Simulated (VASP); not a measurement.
# CoO (P-6m2) in VASP: further runs

The runs below take CoO through single point, relaxation of cell and atoms, with PBE+D3(BJ), PBE.

All numbers are computed with VASP 6.6.1; they aren't measurements. Logs are shortened: lines on timing, memory, paths and dates and some standing lists are left out, and cuts for length are marked.

### 1 The cell of the first run

It takes space group P-6m2 (No. 187, hexagonal). Conventional cell: a = 2.856 Å, b = 2.856 Å, c = 2.788 Å, α = 90.00°, β = 90.00°, γ = 120.00°. Within 2.9 Å of Co (site symmetry -6m2) lie 6 O at 2.16 Å and 8 Co at 2.79 to 2.86 Å. Within 2.9 Å of O (site symmetry -6m2) lie 6 Co at 2.16 Å and 8 O at 2.79 to 2.86 Å.

### 2 Single point, PBE+D3(BJ), collinear spin, ferromagnetic start

Input file INCAR:

```
PREC     = Accurate       # precision mode
ENCUT    = 520            # plane-wave cutoff, eV
EDIFF    = 1E-7           # SCF threshold, eV
ISMEAR   = -1             # smearing method
SIGMA    = 0.05           # smearing width, eV
LREAL    = F              # projectors in reciprocal space
LASPH    = T              # aspherical terms in the spheres
NELM     = 150            # most SCF steps
ALGO     = Normal         # electronic algorithm
ISIF     = 2              # what is computed and relaxed
LWAVE    = F              # write WAVECAR
LCHARG   = T              # write CHGCAR
ISPIN    = 2              # spin polarisation
MAGMOM   = 2 0            # initial moments
LORBIT   = 11             # projections on sites
LMAXMIX  = 4              # l up to which the mixer works
GGA      = PE             # functional
IVDW     = 12             # dispersion correction
LELF     = T              # ELF
LVHAR    = T            
NBANDS   = 18             # bands
```

Input file KPOINTS:

```
Automatic mesh
0
Gamma
  11 11 10
```

Input file POSCAR:

```
CoO
1.0
    2.8562992300      0.0000000000      0.0000000000
   -1.4281496100      2.4736276900      0.0000000000
    0.0000000000      0.0000000000      2.7876065300
Co O
1 1
Direct
    0.0000000000      0.0000000000      0.0000000000
    0.6666666667      0.3333333333      0.5000000000
```

Potentials or basis: VASP PAW PBE potentials, release 64 (Co, O).

Launch:

```sh
> cat potpaw_PBE.64/Co/POTCAR potpaw_PBE.64/O/POTCAR > POTCAR
> mpirun -np 1 vasp_std > vasp.out
```

OUTCAR:

```text
PREC = Accurate
   ENCUT = 520
   EDIFF = 1E-7
   ISMEAR = -1
   LREAL = F
   LASPH = T
   NELM = 150
   ISIF = 2
   ISPIN = 2
   LORBIT = 11
   GGA = PE
   IVDW = 12
 IVDW          = 12

 ion  position               nearest neighbor table
   1  0.000  0.000  0.000-   2 2.16   2 2.16   2 2.16   2 2.16   2 2.16   2 2.16
   2  0.667  0.333  0.500-   1 2.16   1 2.16   1 2.16   1 2.16   1 2.16   1 2.16

  LATTYP: Found a hexagonal cell.
 ALAT       =     2.8562992300
 C/A-ratio  =     0.9759504539

  Lattice vectors:

 A1 = (   2.8562992300,   0.0000000000,   0.0000000000)
 A2 = (  -1.4281496100,   2.4736276900,   0.0000000000)
 A3 = (   0.0000000000,   0.0000000000,   2.7876065300)

Analysis of symmetry for initial positions (statically):
=====================================================================
 Subroutine PRICEL returns:
 Original cell was already a primitive cell.

 Routine SETGRP: Setting up the symmetry group for a
 hexagonal supercell.

 Subroutine GETGRP returns: Found 12 space group operations
 (whereof 12 operations were pure point group operations)
 out of a pool of 24 trial point group operations.

The static configuration has the point symmetry D_3h.

Analysis of symmetry for dynamics (positions and initial velocities):
=====================================================================
 Subroutine PRICEL returns:
 Original cell was already a primitive cell.

 Routine SETGRP: Setting up the symmetry group for a
 hexagonal supercell.

 Subroutine GETGRP returns: Found 12 space group operations
 (whereof 12 operations were pure point group operations)
 out of a pool of 24 trial point group operations.

The dynamic configuration has the point symmetry D_3h.

Analysis of structural, dynamic, and magnetic symmetry:
=====================================================================
 Subroutine PRICEL returns:
 Original cell was already a primitive cell.

 Routine SETGRP: Setting up the symmetry group for a
 hexagonal supercell.

 Subroutine GETGRP returns: Found 12 space group operations
 (whereof 12 operations were pure point group operations)
 out of a pool of 24 trial point group operations.

The overall configuration has the point symmetry D_3h.

 Subroutine INISYM returns: Found 12 space group operations
 (whereof 12 operations are pure point group operations),
 and found     1 'primitive' translations

----------------------------------------------------------------------------------------

                                     Primitive cell

  volume of cell :      19.6956

  direct lattice vectors                    reciprocal lattice vectors
     2.856299230  0.000000000  0.000000000     0.350103375  0.202132277  0.000000000
    -1.428149610  2.473627690  0.000000000     0.000000000  0.404264556  0.000000000
     0.000000000  0.000000000  2.787606530     0.000000000  0.000000000  0.358730685

  length of vectors
     2.856299230  2.856299224  2.787606530     0.404264555  0.404264556  0.358730685

  position of ions in fractional coordinates (direct lattice)
     0.000000000  0.000000000  0.000000000
     0.666666667  0.333333333  0.500000000

  ion indices of the primitive-cell ions
   primitive index   ion index
                 1           1
                 2           2

----------------------------------------------------------------------------------------

 KPOINTS: Automatic mesh

Automatic generation of k-mesh.
 Grid dimensions read from file:
 generate k-points for:   11   11   10

 Generating k-lattice:

  Cartesian coordinates                     Fractional coordinates (reciprocal lattice)
     0.031827580  0.018375662  0.000000000     0.090909091  0.000000000  0.000000000
     0.000000000  0.036751323  0.000000000     0.000000000  0.090909091  0.000000000
     0.000000000  0.000000000  0.035873068     0.000000000  0.000000000  0.100000000

  Length of vectors
     0.036751323  0.036751323  0.035873068

  Shift w.r.t. Gamma in fractional coordinates (k-lattice)
     0.000000000  0.000000000  0.000000000

 Subroutine IBZKPT returns following result:
 ===========================================

 Found     96 irreducible k-points:

 Following reciprocal coordinates:
            Coordinates               Weight
  0.000000  0.000000  0.000000      1.000000
  0.090909  0.000000  0.000000      6.000000
  0.181818  0.000000  0.000000      6.000000
  0.272727  0.000000  0.000000      6.000000
  0.363636 -0.000000  0.000000      6.000000
  0.454545  0.000000  0.000000      6.000000
[... 16 lines left out ...]
  0.090909  0.090909  0.100000     12.000000
  0.181818  0.090909  0.100000     24.000000
 [... further k-points ...]
   k-points           NKPTS =     96   k-points in BZ     NKDIM =     96   number of bands    NBANDS=     18
   number of dos      NEDOS =    301   number of ions     NIONS =      2
   total plane-waves  NPLWV =  13824
   dimension x,y,z NGX =    24 NGY =   24 NGZ =   24
   dimension x,y,z NGXF=    48 NGYF=   48 NGZF=   48
   ions per type =               1   1
   NGX,Y,Z   is equivalent  to a cutoff of  13.97, 13.97, 14.31 a.u.
   NGXF,Y,Z  is equivalent  to a cutoff of  27.94, 27.94, 28.63 a.u.
 SYSTEM =  unknown system
   PREC   = accura    normal or accurate (medium, high low for compatibility)
   ISTART =      0    job   : 0-new  1-cont  2-samecut
   ICHARG =      2    charge: 1-file 2-atom 10-const
   ISPIN  =      2    spin polarized calculation?
   LNONCOLLINEAR =      F non collinear calculations
   LSORBIT =      F    spin-orbit coupling
   LASPH  =      T    aspherical Exc in radial PAW
   ENCUT  =  520.0 eV  38.22 Ry    6.18 a.u.   5.31  5.31  5.18*2*pi/ulx,y,z
   NELM   =    150;   NELMIN=  2; NELMDL= -5     # of ELM steps
   EDIFF  = 0.1E-06   stopping-criterion for ELM
   LREAL  =      F    real-space projection
   EDIFFG = 0.1E-05   stopping-criterion for IOM
   NSW    =      0    number of steps for IOM
   IBRION =     -1    ionic relax: 0-MD 1-quasi-New 2-CG
   NFREE  =      0    steps in history (QN), initial steepest desc. (CG)
   ISIF   =      2    stress and relaxation
   ISYM   =      2    0-nonsym 1-usesym 2-fastsym
   POTIM  = 0.5000    time-step for ionic-motion
   TEBEG  =    0.0;   TEEND  =   0.0 temperature during run
   PSTRESS=    0.0 pullay stress
   NELECT =      15.0000    total number of electrons
   NUPDOWN=      -1.0000    fix difference up-down
   EMIN   =  10.00;   EMAX   =-10.00  energy-range for DOS
   EFERMI =   0.00;   METHOD = LEGACY
   ISMEAR =    -1;   SIGMA  =   0.05  broadening in eV -4-tet -1-fermi 0-gaus
   EFERMI_NEDOS =   21; number of points for ismear=-14 and -15
   IALGO  =     38    algorithm
   IMIX   =      4    mixing-type and parameters
     AMIX     =   0.40;   BMIX     =  1.00
     AMIX_MAG =   1.60;   BMIX_MAG =  1.00
  volume/ion in A,a.u.               =       9.85        66.46
  Fermi-wavevector in a.u.,A,eV,Ry     =   1.495026  2.825189 30.410419  2.235103
  Thomas-Fermi vector in A             =   2.607224
   LORBIT       =     11    0 simple, 1 ext, 2 COOP (PROOUT), +10 PAW based schemes
   GGA     = PE    functional components
   LHFCALC =     F    Hartree Fock is set to
   AEXX    =    0.0000 exact exchange contribution
   IVDW    =    12    specifies the selected vdW correction
   LEPSILON=     F    determine dielectric tensor
   LRPA    =     F    only Hartree local field effects (RPA)
 spin polarized calculation
  energy-cutoff  :      520.00
  volume of cell :       19.70
 maximum number of plane-waves:       547
 NGX is ok and might be reduce to    24
   NGX = 11   NGY = 11   NGZ = 11

 number of electron      15.0000005 magnetization       3.0000467

 Free energy of the ion-electron system (eV)
  ---------------------------------------------------
  ext. energy  EPLUGINS =         0.00000000
  ---------------------------------------------------
  free energy    TOTEN  =       -12.91368292 eV

  energy without entropy =      -12.88471145  energy(sigma->0) =      -12.89919718

 E-fermi :   7.5773     XC(G=0): -12.3274

 val. band max:        7.5765451757   @ k =   0.3636  -0.0000   0.1000
 cond. band min:       7.5775605316   @ k =   0.2727   0.0909   0.3000
 fundamental gap:      0.0010153559
 Fermi energy:         7.5772617092

 spin component 1

 k-point     1 :       0.0000    0.0000    0.0000
  band No.  band energies     occupation
      1     -12.5095      1.00000
      2       2.8911      1.00000
      3       2.8911      1.00000
      4       3.4192      1.00000
      5       4.0414      1.00000
      6       4.6454      1.00000
[... 10 lines left out ...]
     17      33.3012      0.00000
     18      37.6767      0.00000
[... 463 lines left out ...]
 k-point    24 :       0.1818    0.0909    0.1000
  band No.  band energies     occupation
      1     -11.9515      1.00000
      2       1.4878      1.00000
      3       2.5651      1.00000
      4       3.1262      1.00000
      5       3.8654      1.00000
      6       4.5453      1.00000
[... 10 lines left out ...]
     17      34.9281      0.00000
     18      36.5491      0.00000

 [... further k-points ...]

 spin component 2

 k-point     1 :       0.0000    0.0000    0.0000
  band No.  band energies     occupation
      1     -11.8664      1.00000
      2       4.2253      1.00000
      3       4.2253      1.00000
      4       4.7020      1.00000
      5       5.0479      1.00000
      6       7.9017      0.00152
[... 10 lines left out ...]
     17      33.9133      0.00000
     18      37.9713      0.00000
[... 463 lines left out ...]
 k-point    24 :       0.1818    0.0909    0.1000
  band No.  band energies     occupation
      1     -11.2792      1.00000
      2       2.3402      1.00000
      3       3.7269      1.00000
      4       4.2711      1.00000
      5       5.7200      1.00000
      6       7.4522      0.92421
[... 10 lines left out ...]
     17      35.3278      0.00000
     18      36.9758      0.00000

 [... further k-points ...]

------------------------ aborting loop because EDIFF is reached ----------------------------------------

 Edisp (eV)   -0.43705

 E8    (eV) :    -0.1671

  FORCE on cell =-STRESS in cart. coord.  units (eV):
  Direction    XX          YY          ZZ          XY          YZ          ZX
  --------------------------------------------------------------------------------------
  -------------------------------------------------------------------------------------
  Total      -0.59515    -0.59515    -1.13237    -0.00000     0.00000    -0.00000
  in kB     -48.41381   -48.41381   -92.11474    -0.00000     0.00000    -0.00000
  external pressure =      -62.98 kB  Pullay stress =        0.00 kB

 VOLUME and BASIS-vectors are now :
 -----------------------------------------------------------------------------
  energy-cutoff  :      520.00
  volume of cell :       19.70
      direct lattice vectors                 reciprocal lattice vectors
     2.856299230  0.000000000  0.000000000     0.350103375  0.202132277  0.000000000
    -1.428149610  2.473627690  0.000000000     0.000000000  0.404264556  0.000000000
     0.000000000  0.000000000  2.787606530     0.000000000  0.000000000  0.358730685

 POSITION                                       TOTAL-FORCE (eV/Angst)
 -----------------------------------------------------------------------------------
      0.00000      0.00000      0.00000         0.000000      0.000000      0.000000
      1.42815      0.82454      1.39380        -0.000000      0.000000      0.000000
 -----------------------------------------------------------------------------------
    total drift:                               -0.000000      0.000000      0.000000

  FREE ENERGIE OF THE ION-ELECTRON SYSTEM (eV)
  ---------------------------------------------------
  free  energy   TOTEN  =       -13.3507356334 eV

  energy  without entropy=      -13.3217641689  energy(sigma->0) =      -13.33624990

 total charge

# of ion       s       p       d       tot
------------------------------------------
    1        0.297   0.360   7.115   7.772
    2        1.564   3.379   0.000   4.944
--------------------------------------------------
tot          1.861   3.740   7.115  12.716

 magnetization (x)

# of ion       s       p       d       tot
------------------------------------------
    1        0.006   0.007   2.542   2.555
    2        0.024   0.374   0.000   0.398
--------------------------------------------------
tot          0.031   0.381   2.542   2.953
```

Run time: 47 s. Hardware: 1 thread of Intel Xeon Platinum 8488C (Sapphire Rapids), shared host; peak memory 0.2 GiB.

What came out:

| Quantity | Value |
| --- | --- |
| Free energy | -13.3507 eV |
| Pressure | -6.3 GPa |
| Band gap on the k mesh | zero (filled and empty bands overlap) |
| Net moment | 3.00 μB per cell |
| Site moments | Co +2.56; O +0.40 μB |
| Valence electrons inside the program's atomic spheres | Co 7.77; O 4.94 |
| Dispersion energy per atom | -0.219 eV |

Stress tensor (GPa, compression positive):
```
-4.84  0.00  0.00
 0.00 -4.84  0.00
 0.00  0.00 -9.21
```

Levels at points of the mesh, in eV from the Fermi level:
Spin up:
| k point | band 6 | band 7 | band 8 | band 9 | band 10 | band 11 | band 12 | band 13 |
| --- | --- | --- | --- | --- | --- | --- | --- | --- |
| (0.00, 0.00, 0.00) | -2.93 | -2.93 | -1.01 | -1.01 | 0.53 | 14.40 | 16.05 | 16.05 |
| (0.00, 0.00, 0.50) | -3.22 | -2.19 | -1.22 | -1.22 | 6.52 | 6.77 | 20.97 | 20.97 |
Spin down:
| k point | band 2 | band 3 | band 4 | band 5 | band 6 | band 7 | band 8 | band 9 | band 10 | band 11 |
| --- | --- | --- | --- | --- | --- | --- | --- | --- | --- | --- |
| (0.00, 0.00, 0.00) | -3.35 | -3.35 | -2.88 | -2.53 | 0.32 | 0.32 | 0.77 | 0.77 | 1.14 | 14.78 |
| (0.00, 0.00, 0.50) | -7.89 | -2.73 | -2.73 | -0.92 | -0.92 | -0.21 | 0.99 | 0.99 | 7.20 | 7.21 |

Caveat: three body term missing; the cell stands under tension; a cell with one magnetic atom can't hold antiferromagnetic order, which such compounds often take; semilocal functionals often make such compounds metallic where correlation or magnetic order opens a gap, which also shifts bond lengths.

### 3 Relaxation of cell and atoms, PBE, collinear spin, ferromagnetic start

Input file INCAR:

```
SYSTEM = CoO
PREC = Accurate
ENCUT = 600
EDIFF = 1E-7
ISMEAR = -1
SIGMA = 0.05
LREAL = .FALSE.
LASPH = .TRUE.
NELM = 150
ALGO = Normal
ISIF = 3
LWAVE = .FALSE.
LCHARG = .FALSE.
ISPIN = 2
MAGMOM = 2 0
LORBIT = 11
LMAXMIX = 4
GGA = PE
IBRION = 2
NSW = 60
EDIFFG = -0.01
```

Input file KPOINTS:

```
Automatic mesh
0
G
  11 11 10
  0 0 0
```

POSCAR is that of step 2.

Potentials or basis: VASP PAW PBE potentials, release 64 (Co, O).

Launch:

```sh
> cat potpaw_PBE.64/Co/POTCAR potpaw_PBE.64/O/POTCAR > POTCAR
> mpirun -np 1 vasp_std > vasp.out
```

It took 2.6 min on 1 thread of Intel Xeon Platinum 8488C (Sapphire Rapids), shared host; peak memory 0.2 GiB.

It converged, with:

```yaml
Free_energy: -12.9426 eV
Relaxed_volume: 9.41 Å³/atom
Relaxed_cell: a = 2.829 Å, b = 2.829 Å, c = 2.715 Å, α = 90.00°, β = 90.00°, γ = 120.00°
Space_group_after_relaxing_to_0.1_Å: P-6m2 (No. 187)
Energy_gained_by_relaxing: 13.6 meV/atom
Ionic_steps: 9
Pressure_after_relaxing: 0.0 GPa
Band_gap_on_the_k_mesh: zero (filled and empty bands overlap)
Net_moment: 3.00 μB per cell
Site_moments: Co +2.55; O +0.41 μB
Valence_electrons_inside_the_program's_atomic_spheres: Co 7.85; O 4.97
```

The path:
| step | energy change (eV) | largest force (eV/Å) | pressure (GPa) | volume (Å³) |
| --- | --- | --- | --- | --- |
| 1 | 0.0000 | 0.0000 | -8.27 | 19.70 |
| 2 | -0.0182 | 0.0000 | 5.72 | 18.28 |
| 3 | -0.0270 | 0.0000 | 0.14 | 18.77 |
| 4 | -0.0270 | 0.0000 | 0.32 | 18.75 |
| 5 | -0.0272 | 0.0000 | 0.29 | 18.77 |
| 6 | -0.0273 | 0.0000 | 0.20 | 18.80 |
| 7 | -0.0273 | 0.0000 | 0.21 | 18.79 |
| 8 | -0.0273 | 0.0000 | -0.20 | 18.83 |
| 9 | -0.0273 | 0.0000 | 0.00 | 18.81 |

Final structure:
```
CELL_PARAMETERS angstrom
2.82867 0.00000 0.00000
-1.41434 2.44970 0.00000
0.00000 0.00000 2.71473
ATOMIC_POSITIONS crystal
Co 0.00000 0.00000 0.00000
O 0.66667 0.33333 0.50000
```

Levels at points of the mesh, in eV from the Fermi level:
Spin up:
| k point | band 5 | band 6 | band 7 | band 8 | band 9 | band 10 | band 11 | band 12 |
| --- | --- | --- | --- | --- | --- | --- | --- | --- |
| (0.00, 0.00, 0.00) | -3.65 | -2.93 | -2.93 | -1.01 | -1.01 | 0.71 | 14.71 | 16.11 |
| (0.00, 0.00, 0.50) | -3.29 | -3.29 | -2.18 | -1.27 | -1.27 | 6.88 | 6.90 | 21.46 |
Spin down:
```csv
k point,band 2,band 3,band 4,band 5,band 6,band 7,band 8,band 9,band 10,band 11
"(0.00, 0.00, 0.00)",-3.71,-3.71,-2.97,-2.67,0.27,0.27,0.82,0.82,1.31,15.12
"(0.00, 0.00, 0.50)",-8.29,-3.05,-3.05,-0.99,-0.99,-0.10,0.94,0.94,7.36,7.56
```

Caveat: a cell with one magnetic atom can't hold antiferromagnetic order, which such compounds often take; semilocal functionals often make such compounds metallic where correlation or magnetic order opens a gap, which also shifts bond lengths.
